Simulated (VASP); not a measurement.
# AlN in VASP: notebook, part 2 of 2

VASP 6.6.1. Earlier steps stand in the parts before.

## (3) Single point, PBE (volume scaled by 1.06, then relaxed in part)

File INCAR:

```
SYSTEM = AlN
ALGO     = Normal         ! electronic algorithm
EDIFF    = 1E-6           ! SCF threshold, eV
ENCUT    = 520            ! plane-wave cutoff, eV
GGA      = PE             ! functional
ISIF     = 2              ! what is computed and relaxed
ISMEAR   = 0              ! smearing method
LASPH    = .True.         ! aspherical terms in the spheres
LCHARG   = .True.         ! write CHGCAR
LELF     = .True.         ! ELF
LREAL    = .False.        ! projectors in reciprocal space
LVHAR    = .True.       
LWAVE    = .False.        ! write WAVECAR
NBANDS   = 26             ! bands
NELM     = 60             ! most SCF steps
PREC     = Accurate       ! precision mode
SIGMA    = 0.02           ! smearing width, eV
```

File KPOINTS:

```
k-points
0
Gamma
  4 4 8
  0 0 0
```

File POSCAR:

```
AlN
1.0
    5.4485242248      0.0000000000      0.0000000000
    0.0000000000      5.4485242248      0.0000000000
    0.0000000000      0.0000000000      3.1656893230
Al N
4 4
Direct
    0.6766780462      0.6766780462      0.0000000000
    0.1766780462      0.8233219538      0.5000000000
    0.8233219538      0.1766780462      0.5000000000
    0.3233219538      0.3233219538      0.0000000000
    0.8163123018      0.8163123018      0.5000000000
    0.1836876982      0.1836876982      0.5000000000
    0.6836876982      0.3163123018      0.0000000000
    0.3163123018      0.6836876982      0.0000000000
```

Potentials or basis: VASP PAW PBE potentials, release 64 (Al, N).

On the command line:

```bash
cat potpaw_PBE.64/Al/POTCAR potpaw_PBE.64/N/POTCAR > POTCAR
mpirun -np 1 vasp_std > vasp.out
```

OUTCAR:

```text
SYSTEM = AlN
   EDIFF = 1E-6
   ENCUT = 520
   GGA = PE
   ISIF = 2
   ISMEAR = 0
   LASPH = .True.
   LREAL = .False.
   NELM = 60
   PREC = Accurate

 ion  position               nearest neighbor table
   1  0.677  0.677  0.000-   5 1.91   5 1.91   8 1.96   7 1.96   4 2.72   3 3.25   2 3.25   3 3.25
                             2 3.25   3 3.25   3 3.25   2 3.25   2 3.25
   2  0.177  0.823  0.500-   8 1.91   8 1.91   5 1.96   6 1.96   3 2.72   1 3.25   1 3.25   4 3.25
                             4 3.25   4 3.25   4 3.25   1 3.25   1 3.25
   3  0.823  0.177  0.500-   7 1.91   7 1.91   5 1.96   6 1.96   2 2.72   1 3.25   1 3.25   4 3.25
                             4 3.25   1 3.25   1 3.25   4 3.25   4 3.25
   4  0.323  0.323  0.000-   6 1.91   6 1.91   8 1.96   7 1.96   1 2.72   2 3.25   2 3.25   3 3.25
                             3 3.25   2 3.25   2 3.25   3 3.25   3 3.25
   5  0.816  0.816  0.500-   1 1.91   1 1.91   3 1.96   2 1.96
   6  0.184  0.184  0.500-   4 1.91   4 1.91   2 1.96   3 1.96
   7  0.684  0.316  0.000-   3 1.91   3 1.91   4 1.96   1 1.96
   8  0.316  0.684  0.000-   2 1.91   2 1.91   4 1.96   1 1.96

  LATTYP: Found a simple tetragonal cell.
 ALAT       =     5.4485242248
 C/A-ratio  =     0.5810177568

  Lattice vectors:

 A1 = (   5.4485242248,   0.0000000000,   0.0000000000)
 A2 = (   0.0000000000,   5.4485242248,   0.0000000000)
[... 195 lines left out ...]
 fundamental gap:      3.3553639564
 Fermi energy:         5.1242615674

 k-point     1 :       0.0000    0.0000    0.0000
  band No.  band energies     occupation
      1      -9.6726      2.00000
      2      -7.8809      2.00000
      3      -7.8809      2.00000
      4      -7.6406      2.00000
      5      -0.7678      2.00000
      6       0.4856      2.00000
[... 685 lines left out ...]
     25      14.9153      0.00000
     26      15.0137      0.00000

 [... further k-points ...]
[... 5 lines left out ...]
  --------------------------------------------------------------------------------------
  -------------------------------------------------------------------------------------
  Total       -5.6674812     -5.6674812     -5.6252600      0.0000000      0.0000000      0.0000000
  in kB      -96.6216842    -96.6216842    -95.9018791      0.0000000      0.0000000      0.0000000
  external PRESSURE =     -96.3817491 kB  Pullay stress =       0.0000000 kB

 VOLUME and BASIS-vectors are now :
 -----------------------------------------------------------------------------
  energy-cutoff  :      520.00
  volume of cell :       93.98
      direct lattice vectors                 reciprocal lattice vectors
     5.448524225  0.000000000  0.000000000     0.183535937  0.000000000  0.000000000
     0.000000000  5.448524225  0.000000000     0.000000000  0.183535937  0.000000000
     0.000000000  0.000000000  3.165689323     0.000000000  0.000000000  0.315886967

 POSITION                                       TOTAL-FORCE (eV/Angst)
 -----------------------------------------------------------------------------------
      3.68690      3.68690      0.00000        -0.010564     -0.010564      0.000000
      0.96263      4.48589      1.58284        -0.010564      0.010564     -0.000000
      4.48589      0.96263      1.58284         0.010564     -0.010564      0.000000
      1.76163      1.76163      0.00000         0.010564      0.010564     -0.000000
      4.44770      4.44770      1.58284         0.007261      0.007261     -0.000000
      1.00083      1.00083      1.58284        -0.007261     -0.007261      0.000000
      3.72509      1.72344      0.00000        -0.007261      0.007261     -0.000000
      1.72344      3.72509      0.00000         0.007261     -0.007261      0.000000
 -----------------------------------------------------------------------------------
    total drift:                               -0.000000      0.000000     -0.000000

  FREE ENERGIE OF THE ION-ELECTRON SYSTEM (eV)
  ---------------------------------------------------
  free  energy   TOTEN  =       -59.1444982068 eV

  energy  without entropy=      -59.1444982068  energy(sigma->0) =      -59.14449821
```

OSZICAR:

```text
N       E                     dE             d eps       ncg     rms          rms(c)
DAV:   1     0.116353723431E+03    0.11635E+03   -0.14459E+04  1560   0.109E+03
DAV:   2    -0.574632703991E+02   -0.17382E+03   -0.16201E+03  2166   0.223E+02
DAV:   3    -0.684715548970E+02   -0.11008E+02   -0.10941E+02  2030   0.577E+01
DAV:   4    -0.685906933679E+02   -0.11914E+00   -0.11900E+00  1910   0.681E+00
DAV:   5    -0.685925277101E+02   -0.18343E-02   -0.18335E-02  2004   0.857E-01    0.168E+01
DAV:   6    -0.591178208198E+02    0.94747E+01   -0.31408E+01  1958   0.292E+01    0.590E+00
DAV:   7    -0.591764231293E+02   -0.58602E-01   -0.14370E+00  1824   0.609E+00    0.403E+00
DAV:   8    -0.591536616919E+02    0.22761E-01   -0.19336E-01  1858   0.303E+00    0.746E-01
DAV:   9    -0.591429518283E+02    0.10710E-01   -0.42924E-02  2074   0.109E+00    0.377E-01
DAV:  10    -0.591447060359E+02   -0.17542E-02   -0.69602E-03  1844   0.417E-01    0.200E-01
DAV:  11    -0.591444830681E+02    0.22297E-03   -0.86386E-04  1848   0.168E-01    0.441E-02
DAV:  12    -0.591444997588E+02   -0.16691E-04   -0.33385E-05  1950   0.381E-02    0.195E-02
DAV:  13    -0.591444979341E+02    0.18247E-05   -0.20314E-05  1878   0.257E-02    0.384E-03
DAV:  14    -0.591444982068E+02   -0.27266E-06   -0.10083E-06  1264   0.680E-03
   1 F= -.59144498E+02 E0= -.59144498E+02  d E =-.645002E-28
```

Wall time 39 s (1 thread of AMD EPYC 9R45 (Zen 5), shared host); peak memory 0.18 GiB.

What came out:

```
Free energy            : -59.1445 eV
Pressure               : -9.6 GPa
Largest force          : 0.015 eV/Å
Band gap on the k mesh : 3.36 eV, direct
```

Forces on the atoms (eV/Å):
```
Al  -0.011 -0.011  0.000
Al  -0.011  0.011  0.000
Al   0.011 -0.011  0.000
Al   0.011  0.011  0.000
N    0.007  0.007  0.000
N   -0.007 -0.007  0.000
N   -0.007  0.007  0.000
N    0.007 -0.007  0.000
```

Caveat: the cell differs from its parent crystal (volume scaled by 1.06, then relaxed in part).

## (4) Single point, PBE (volume scaled by 1.10, then relaxed in part)

File INCAR:

```
SYSTEM = AlN
PREC     = Accurate       ! precision mode
ENCUT    = 520            ! plane-wave cutoff, eV
EDIFF    = 1E-6           ! SCF threshold, eV
ISMEAR   = 0              ! smearing method
SIGMA    = 0.02           ! smearing width, eV
LREAL    = .FALSE.        ! projectors in reciprocal space
LASPH    = .TRUE.         ! aspherical terms in the spheres
NELM     = 100            ! most SCF steps
ALGO     = Normal         ! electronic algorithm
ISIF     = 2              ! what is computed and relaxed
LWAVE    = .FALSE.        ! write WAVECAR
LCHARG   = .FALSE.        ! write CHGCAR
GGA      = PE             ! functional
NBANDS   = 26             ! bands
```

File KPOINTS:

```
regular mesh
0
G
  4 4 8
  0 0 0
```

File POSCAR:

```
AlN
1.0
    5.5233208733      0.0000000000      0.0000000000
    0.0000000000      5.5233208733      0.0000000000
    0.0000000000      0.0000000000      3.1967769545
Al N
4 4
Direct
    0.6764843606      0.6764843606      0.0000000000
    0.1764843606      0.8235156394      0.5000000000
    0.8235156394      0.1764843606      0.5000000000
    0.3235156394      0.3235156394      0.0000000000
    0.8169147539      0.8169147539      0.5000000000
    0.1830852461      0.1830852461      0.5000000000
    0.6830852461      0.3169147539      0.0000000000
    0.3169147539      0.6830852461      0.0000000000
```

On the command line:

```bash
cat potpaw_PBE.64/Al/POTCAR potpaw_PBE.64/N/POTCAR > POTCAR
mpirun -np 1 vasp_std > vasp.out
```

It took 40 s on 1 thread of AMD EPYC 9R45 (Zen 5), shared host; peak memory 0.19 GiB.

It converged, with:

| Property | Result |
| --- | --- |
| Free energy | -58.8768 eV |
| Pressure | -14.5 GPa |
| Largest force | 0.007 eV/Å |
| Band gap on the k mesh | 3.11 eV, direct |

Forces on the atoms (eV/Å):
```
Al  -0.002 -0.002  0.000
Al  -0.002  0.002  0.000
Al   0.002 -0.002  0.000
Al   0.002  0.002  0.000
N   -0.005 -0.005  0.000
N    0.005  0.005  0.000
N    0.005 -0.005  0.000
N   -0.005  0.005  0.000
```

Stress tensor (GPa, compression positive):
```
-14.51   0.00   0.00
  0.00 -14.51   0.00
  0.00   0.00 -14.61
```

Levels at points of the mesh, in eV from the valence-band top:
```
           k point  band 13  band 14  band 15  band 16  band 17  band 18  band 19  band 20
(0.00, 0.00, 0.00)    -0.34    -0.09    -0.09     0.00     3.11     5.81     6.26     6.26
(0.50, 0.00, 0.00)    -0.60    -0.60    -0.46    -0.46     5.20     5.20     6.04     6.04
(0.50, 0.50, 0.00)    -0.93    -0.93    -0.75    -0.75     5.54     5.54     5.90     5.90
(0.00, 0.00, 0.50)    -1.49    -1.49    -1.39    -1.39     5.79     5.79     7.42     7.42
(0.50, 0.00, 0.50)    -1.23    -1.23    -0.65    -0.65     5.90     5.90     6.19     6.19
(0.50, 0.50, 0.50)    -1.03    -1.03    -0.87    -0.87     4.97     4.97     5.18     5.18
```

Caveat: the cell differs from its parent crystal (volume scaled by 1.10, then relaxed in part).

## (5) Single point, PBE

This run uses another cell than the first one, of 11.08 Å³/atom, 0.971 times its volume.

File INCAR:

```
PREC = Accurate
ENCUT = 520
EDIFF = 1E-6
ISMEAR = 0
SIGMA = 0.1
LREAL = False
LASPH = True
NELM = 60
ALGO = Normal
ISIF = 2
LWAVE = False
LCHARG = True
GGA = PE
LELF = True
LVHAR = True
NBANDS = 26
```

File KPOINTS:

```
regular mesh
0
Gamma
  4 4 4
```

File POSCAR:

```
AlN
1.0
    0.0000173292      0.0000198070      3.1249656134
    5.3261480723     -0.0000591071      0.0000470848
   -0.0000597148      5.3260895666      0.0000765050
Al N
4 4
Direct
   -0.0000065091      0.6770627466      0.6770570243
    0.5000019227      0.1770630762      0.8229442546
    0.4999957363      0.8229363207      0.1770567663
    0.0000016624      0.3229347075      0.3229457110
    0.4999937385      0.8152632251      0.8152327393
    0.5000099841      0.1847379902      0.1847643438
    0.0000006138      0.6847385319      0.3152334533
    0.0000028512      0.3152634018      0.6847657073
```

On the command line:

```bash
cat potpaw_PBE.64/Al/POTCAR potpaw_PBE.64/N/POTCAR > POTCAR
mpirun -np 1 vasp_std > vasp.out
```

It took 42 s on 1 thread of AMD EPYC 9R45 (Zen 5), shared host; peak memory 0.18 GiB.

The run converged. Its results:

| Property | Result |
| --- | --- |
| Free energy | -59.2924 eV |
| Pressure | -0.3 GPa |
| Band gap on the k mesh | 3.74 eV, direct |

Forces in eV/Å, atoms in the order of the input:
```
Al  -0.001 -0.002  0.000
Al  -0.001  0.002  0.000
Al   0.001 -0.002  0.000
Al   0.001  0.002  0.000
N   -0.002 -0.001  0.000
N    0.002  0.001  0.000
N    0.002 -0.001  0.000
N   -0.002  0.001  0.000
```

Stress tensor (GPa, compression positive):
```
-0.23  0.00  0.00
 0.00 -0.24  0.00
 0.00  0.00 -0.33
```

Levels at points of the mesh, in eV from the valence-band top:
| k point | band 13 | band 14 | band 15 | band 16 | band 17 | band 18 | band 19 | band 20 |
| --- | --- | --- | --- | --- | --- | --- | --- | --- |
| (0.00, 0.00, 0.00) | -0.48 | -0.09 | -0.09 | 0.00 | 3.74 | 5.99 | 6.52 | 6.94 |
| (0.50, 0.00, 0.00) | -1.63 | -1.63 | -1.48 | -1.48 | 6.03 | 6.03 | 7.75 | 7.75 |
| (0.00, 0.50, 0.00) | -0.62 | -0.62 | -0.60 | -0.60 | 5.76 | 5.76 | 6.46 | 6.46 |
| (0.50, 0.50, 0.00) | -1.35 | -1.35 | -0.67 | -0.67 | 6.25 | 6.25 | 6.68 | 6.68 |
| (0.00, 0.00, 0.50) | -0.62 | -0.62 | -0.60 | -0.60 | 5.76 | 5.76 | 6.46 | 6.46 |
| (0.50, 0.00, 0.50) | -1.35 | -1.35 | -0.67 | -0.67 | 6.25 | 6.25 | 6.68 | 6.68 |
| (0.00, 0.50, 0.50) | -1.02 | -1.02 | -0.93 | -0.93 | 6.00 | 6.00 | 6.34 | 6.34 |
| (0.50, 0.50, 0.50) | -1.15 | -1.15 | -0.94 | -0.94 | 5.20 | 5.20 | 5.66 | 5.66 |

Caveat: the k points lie up to 0.50 Å⁻¹ apart. A hybrid or GW would open this gap; PBE tends to underestimate it.

## (6) Overview

| cell | k mesh | smearing | gap on the mesh (eV) | pressure (GPa) | largest force (eV/Å) |
| --- | --- | --- | --- | --- | --- |
| a = 5.390, b = 5.390, c = 3.144 Å, 8 atoms | 4 × 4 × 8 | gaussian 0.02 eV | 3.55 | -5.3 | 0.01 |
| a = 5.449, b = 5.449, c = 3.166 Å, 8 atoms | 4 × 4 × 8 | gaussian 0.02 eV | 3.36 | -9.6 | 0.01 |
| a = 5.523, b = 5.523, c = 3.197 Å, 8 atoms | 4 × 4 × 8 | gaussian 0.02 eV | 3.11 | -14.5 | 0.01 |
| a = 3.125, b = 5.326, c = 5.326 Å, 8 atoms | 4 × 4 × 4 | gaussian 0.1 eV | 3.74 | -0.3 | - |

Alike in all rows: task single point; level PBE; potentials or basis VASP PAW PBE potentials, release 64 (Al, N); no spin polarisation; cutoff (eV) 520.

Caveats: some runs use coarse meshes.

Total energies depend on the potentials used, so only differences within one code and one set of settings carry meaning.
